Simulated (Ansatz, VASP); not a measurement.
**Two plane-wave programs on Cs**

```
CELL_PARAMETERS angstrom
5.39984 0.00000 0.00000
-2.69992 4.67640 0.00000
0.00000 0.00000 8.74774
ATOMIC_POSITIONS crystal
Cs 0.33333 0.66667 0.25000
Cs 0.66667 0.33333 0.75000
```

Alike in both runs: functional PBEsol; k mesh 8 × 8 × 5; occupations fermi-dirac, width 0.08 eV; no spin polarisation.

Ansatz relaxed the structure, and its values are those at the end. VASP's run is a single point on that final structure, the one shown.

```csv
,VASP,Ansatz
version,VASP 6.6.1,Ansatz 0.2.0
potentials or method,"VASP PAW PBE potentials, release 64 (Cs_sv)","PAW with Ansatz's default frozen-core files, scalar-relativistic"
plane-wave cutoff (eV),520,420
valence electrons in the cell,18,18
```

```tsv
	VASP	Ansatz	Ansatz less VASP
pressure (GPa)	0.0	0.0	+0.01
```

VASP's potentials were made for PBE, not for PBEsol.

Spin-orbit coupling is off throughout.
